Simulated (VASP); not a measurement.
Here is a VASP 6.6.1 calculation.

INCAR

```
PREC     = Accurate       # precision mode
ENCUT    = 500            # plane-wave cutoff, eV
EDIFF    = 1E-6           # SCF threshold, eV
ISMEAR   = 0              # smearing method
SIGMA    = 0.1            # smearing width, eV
LREAL    = False          # projectors in reciprocal space
LASPH    = True           # aspherical terms in the spheres
NELM     = 200            # most SCF steps
ALGO     = Normal         # electronic algorithm
ISIF     = 2              # what is computed and relaxed
LWAVE    = False          # write WAVECAR
LCHARG   = False          # write CHGCAR
ISPIN    = 2              # spin polarisation
MAGMOM   = 0.5            # initial moments
LORBIT   = 11             # projections on sites
GGA      = LIBXC          # functional
LIBXC1   = GGA_X_PBE_R  
LIBXC2   = LDA_C_PW     
NBANDS   = 16             # bands
GGA_COMPAT= False
```

The input KPOINTS:

```
Automatic mesh
0
Gamma
  13 13 13
```

POSCAR

```
Ga
1.0
   -1.4026165814      1.4026165814      2.3416381643
    1.4026165814     -1.4026165814      2.3416381643
    1.4026165814      1.4026165814     -2.3416381643
Ga
1
Direct
    0.0000000000      0.0000000000      0.0000000000
```

Potentials or basis: VASP PAW PBE potentials, release 64 (Ga_d).

Launch:

```sh
$ cat potpaw_PBE.64/Ga_d/POTCAR > POTCAR
$ mpirun -np 1 vasp_std > vasp.out
```

(1) What does it give for the net moment?

(2) Estimate the pressure.

Results:

(1) 0.00 μB per cell.

(2) 10.7 GPa.

Caveat: the cell stands under pressure; the PAW data sets were made with another functional, which shifts forces and pressure a little.
